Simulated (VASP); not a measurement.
# HF in VASP: further runs, part 2 of 2

VASP 6.6.1. The steps go on from the part before.

## (3) Single point, PBE+D3(BJ)

INCAR reads:

```
SYSTEM = HF
PREC     = Accurate       ! precision mode
ENCUT    = 1010           ! plane-wave cutoff, eV
EDIFF    = 1E-6           ! SCF threshold, eV
ISMEAR   = -1             ! smearing method
SIGMA    = 0.05           ! smearing width, eV
LREAL    = .FALSE.        ! projectors in reciprocal space
LASPH    = .TRUE.         ! aspherical terms in the spheres
NELM     = 120            ! most SCF steps
ALGO     = Normal         ! electronic algorithm
ISIF     = 2              ! what is computed and relaxed
LWAVE    = .FALSE.        ! write WAVECAR
LCHARG   = .TRUE.         ! write CHGCAR
GGA      = PE             ! functional
IVDW     = 12             ! dispersion correction
LELF     = .TRUE.         ! ELF
LVHAR    = .TRUE.       
NBANDS   = 36             ! bands
GGA_COMPAT= .FALSE.
```

KPOINTS reads:

```
Automatic mesh
0
G
  1 1 1
  0 0 0
```

POSCAR reads:

```
HF
1.0
    6.0767910000      0.0000000000      0.0000000000
    0.0000000000      6.0767910000      0.0000000000
    0.0000000000      0.0000000000      6.0767910000
F H
6 6
Direct
    0.9071907655      0.1967989270      0.7416146461
    1.0125385927      0.9274161631      0.0054381623
    0.7899816136      0.8790451819      0.3566529920
    0.1785673346      0.3270884507      0.4788924131
    0.3892996812      0.7056411268      1.0685931584
    0.5077356805      0.1628967240      0.3085480854
    1.0232715440      0.2420898436      0.6363351615
    0.9690628918      1.0410334425     -0.1074231263
    0.8666510490      0.8892722290      0.2176810783
    0.3100832958      0.2514666832      0.4238591531
    0.2646797541      0.7874015025      1.0208880533
    0.6083812971      0.0398207258      0.3395258227
```

Potentials or basis: VASP PAW PBE potentials, release 64 (F_h, H_h).

On the command line:

```bash
cat potpaw_PBE.64/F_h/POTCAR potpaw_PBE.64/H_h/POTCAR > POTCAR
mpirun -np 1 vasp_gam > vasp.out
```

It took 55 s on 1 thread of Intel Xeon Platinum 8175M at 2.50GHz (Skylake/Cascade Lake), shared host; peak memory 0.52 GiB.

Results (log left out):

* Free energy: -50.0963 eV
* Pressure: -0.4 GPa
* Largest force: 0.409 eV/Å
* Dispersion energy per atom: -0.016 eV

Forces in eV/Å, atoms in the order of the input:
```
F    0.018  0.039 -0.046
F   -0.036 -0.042  0.074
F   -0.034  0.017 -0.031
F   -0.003 -0.022  0.038
F   -0.281  0.212 -0.184
F   -0.058 -0.028  0.039
H    0.032  0.014 -0.045
H    0.025 -0.049  0.053
H    0.112 -0.016 -0.078
H    0.062 -0.026 -0.037
H    0.281 -0.215  0.207
H   -0.117  0.116  0.012
```

Stress tensor (GPa, compression positive):
```
-0.61  0.10  0.07
 0.10 -0.26  0.05
 0.07  0.05 -0.24
```

Levels at points of the mesh, in eV from the Fermi level:
```
           k point  band 20  band 21  band 22  band 23  band 24  band 25  band 26  band 27  band 28  band 29
(0.00, 0.00, 0.00)    -2.55    -2.49    -2.28    -1.33    -1.31     5.50     9.41     9.52     9.70     9.92
```

Caveat: the k points lie up to 1.03 Å⁻¹ apart, too coarse for converged energies, forces and pressures.

## (4) Single point, PBE+D3(BJ)

INCAR reads:

```
PREC = Accurate
ENCUT = 1010
EDIFF = 1E-6
ISMEAR = -1
SIGMA = 0.05
LREAL = False
LASPH = True
NELM = 120
ALGO = Normal
ISIF = 2
LWAVE = False
LCHARG = False
GGA = PE
IVDW = 12
NBANDS = 36
GGA_COMPAT = False
```

KPOINTS reads:

```
regular mesh
0
Gamma
  1 1 1
```

POSCAR reads:

```
HF
1.0
    6.0767910000      0.0000000000      0.0000000000
    0.0000000000      6.0767910000      0.0000000000
    0.0000000000      0.0000000000      6.0767910000
F H
6 6
Direct
    0.8725657999      0.2380203631      0.7091736412
    1.0170170407      0.9705286886      0.0385071660
    0.8328244299      0.8327092375      0.3641560159
    0.2509383653      0.3128460400      0.5425396398
    0.3780120132      0.7443895964      1.1146837204
    0.4783445736      0.1441879439      0.2856277269
    0.9892556779      0.2784857995      0.6177108938
    0.9772756707      1.0795171333     -0.0755497433
    0.9129983243      0.8439322662      0.2325240411
    0.3462847414      0.2453103949      0.4301283358
    0.2742401376      0.8147063146      1.0274008107
    0.5420953263     -0.0008886269      0.3007343843
```

Potentials or basis: VASP PAW PBE potentials, release 64 (F_h, H_h).

On the command line:

```bash
cat potpaw_PBE.64/F_h/POTCAR potpaw_PBE.64/H_h/POTCAR > POTCAR
mpirun -np 1 vasp_gam > vasp.out
```

OUTCAR:

```text
PREC = Accurate
   ENCUT = 1010
   EDIFF = 1E-6
   ISMEAR = -1
   LREAL = False
   LASPH = True
   NELM = 120
   ISIF = 2
   GGA = PE
   IVDW = 12
 IVDW          = 12

 ion  position               nearest neighbor table
   1  0.873  0.238  0.709-   7 0.93
   2  0.017  0.971  0.039-   8 0.99
   3  0.833  0.833  0.364-   9 0.94
   4  0.251  0.313  0.543-  10 0.99
   5  0.378  0.744  0.115-  11 0.93
   6  0.478  0.144  0.286-  12 0.97
   7  0.989  0.278  0.618-   1 0.93
   8  0.977  0.080  0.924-   2 0.99
[... 242 lines left out ...]
  external pressure =        3.29 kB  Pullay stress =        0.00 kB

 VOLUME and BASIS-vectors are now :
 -----------------------------------------------------------------------------
  energy-cutoff  :     1010.00
  volume of cell :      224.40
      direct lattice vectors                 reciprocal lattice vectors
     6.076791000  0.000000000  0.000000000     0.164560539  0.000000000  0.000000000
     0.000000000  6.076791000  0.000000000     0.000000000  0.164560539  0.000000000
     0.000000000  0.000000000  6.076791000     0.000000000  0.000000000  0.164560539

 POSITION                                       TOTAL-FORCE (eV/Angst)
 -----------------------------------------------------------------------------------
      5.30240      1.44640      4.30950        -0.781861     -0.554006      1.134762
      0.10341      5.89770      0.23400         0.248269      1.005402     -1.456052
      5.06090      5.06020      2.21290        -0.669580     -0.221351      0.712044
      1.52490      1.90110      3.29690        -0.361569      0.261497      0.167989
      2.29710      4.52350      0.69691         0.631532     -0.453674      0.330385
      2.90680      0.87620      1.73570         1.000852     -0.880448     -0.745878
      6.01150      1.69230      3.75370         1.221711      0.228143     -0.687290
      5.93870      0.48321      5.61769        -0.127494     -0.551944      0.369203
      5.54810      5.12840      1.41300        -0.025786      0.213902     -0.209144
      2.10430      1.49070      2.61380        -0.449628      0.113729      0.619790
      1.66650      4.95080      0.16651        -0.502471      0.370798     -0.267930
      3.29420      6.07139      1.82750        -0.183974      0.467951      0.032121
 -----------------------------------------------------------------------------------
    total drift:                                0.000877      0.001638     -0.001731

  FREE ENERGIE OF THE ION-ELECTRON SYSTEM (eV)
  ---------------------------------------------------
  free  energy   TOTEN  =       -49.4716058891 eV

  energy  without entropy=      -49.4716058891  energy(sigma->0) =      -49.47160589
```

stdout:

```text
POSCAR found type information on POSCAR F H
 POSCAR found :  2 types and      12 ions
 scaLAPACK will be used
 LDA part: xc-table for (Slater+PW92), standard interpolation
 POSCAR, INCAR and KPOINTS ok, starting setup
 FFT: planning ... GRIDC
 FFT: planning ... GRID_SOFT
 FFT: planning ... GRID
 WAVECAR not read
 entering main loop
```

Wall time 21 s (1 thread of Intel Xeon 6975P-C (Granite Rapids), shared host); peak memory 0.5 GiB.

Results:

| Quantity | Value |
| --- | --- |
| Free energy | -49.4716 eV |
| Pressure | 0.3 GPa |
| Largest force | 1.787 eV/Å |
| Dispersion energy per atom | -0.017 eV |

Forces in eV/Å, atoms in the order of the input:
```
F   -0.782 -0.554  1.135
F    0.248  1.005 -1.456
F   -0.670 -0.221  0.712
F   -0.362  0.261  0.168
F    0.632 -0.454  0.330
F    1.001 -0.880 -0.746
H    1.222  0.228 -0.687
H   -0.127 -0.552  0.369
H   -0.026  0.214 -0.209
H   -0.450  0.114  0.620
H   -0.502  0.371 -0.268
H   -0.184  0.468  0.032
```

Stress tensor (GPa, compression positive):
```
 0.70  0.45 -1.63
 0.45 -0.64  0.54
-1.63  0.54  0.93
```

Caveat: the k points lie up to 1.03 Å⁻¹ apart, too coarse for converged energies, forces and pressures.

## (5) The runs side by side

| cell | pressure (GPa) | largest force (eV/Å) |
| --- | --- | --- |
| as given, atomic positions A | 0.3 | 1.96 |
| as given, atomic positions B | -0.4 | 0.41 |
| as given, atomic positions C | 0.3 | 1.79 |

Alike in all rows: task single point; level PBE+D3(BJ); potentials or basis VASP PAW PBE potentials, release 64 (F_h, H_h); no spin polarisation; k mesh 1 × 1 × 1; cutoff (eV) 1010; smearing fermi-dirac 0.05 eV.

Caveats: all runs use coarse meshes.

Total energies depend on the potentials used, so only differences within one code and one set of settings carry meaning.
